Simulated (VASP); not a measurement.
Set up this calculation in VASP 6.6.1, as the native input.

* Task: single point
* Functional: PBE
* Potentials or basis: VASP PAW PBE potentials, release 64 (Sr_sv, Te)
* Cutoff: 500 eV
* k mesh: 4 × 4 × 4
* Occupations: gaussian, width 0.01 eV
* Spin: no spin polarisation
* Dipole correction: no
* Further INCAR settings: ALGO = Normal; EDIFF = 1e-06; NBANDS = 15

The structure of SrTe lies in POSCAR:

```
SrTe
1.0
    0.0000000000      3.3596447114      3.3596447114
    3.3596447114      0.0000000000      3.3596447114
    3.3596447114      3.3596447114      0.0000000000
Sr Te
1 1
Direct
    0.0000000000      0.0000000000      0.0000000000
    0.5000000000      0.5000000000      0.5000000000
```

These files were run (other wordings do the same):

INCAR

```
PREC     = Accurate       # precision mode
ENCUT    = 500            # plane-wave cutoff, eV
EDIFF    = 1E-6           # SCF threshold, eV
ISMEAR   = 0              # smearing method
SIGMA    = 0.01           # smearing width, eV
LREAL    = False          # projectors in reciprocal space
LASPH    = True           # aspherical terms in the spheres
NELM     = 120            # most SCF steps
ALGO     = Normal         # electronic algorithm
ISIF     = 2              # what is computed and relaxed
LWAVE    = False          # write WAVECAR
LCHARG   = False          # write CHGCAR
GGA      = PE             # functional
NBANDS   = 15             # bands
GGA_COMPAT= False
```

KPOINTS

```
regular mesh
0
Gamma
  4 4 4
```

Potentials or basis: VASP PAW PBE potentials, release 64 (Sr_sv, Te).

Run with:

```bash
$ cat potpaw_PBE.64/Sr_sv/POTCAR potpaw_PBE.64/Te/POTCAR > POTCAR
$ mpirun -np 1 vasp_std > vasp.out
```

It gave:

* Pressure: 0.1 GPa
* Band gap on the k mesh: 1.75 eV (least direct gap 2.48 eV)

Caveat: spin-orbit coupling is left out, which moves the levels of the heavy elements.

Wall time 22 s on 1 thread of Intel Xeon 8259CL (shared host), peak memory 0.2 GiB.
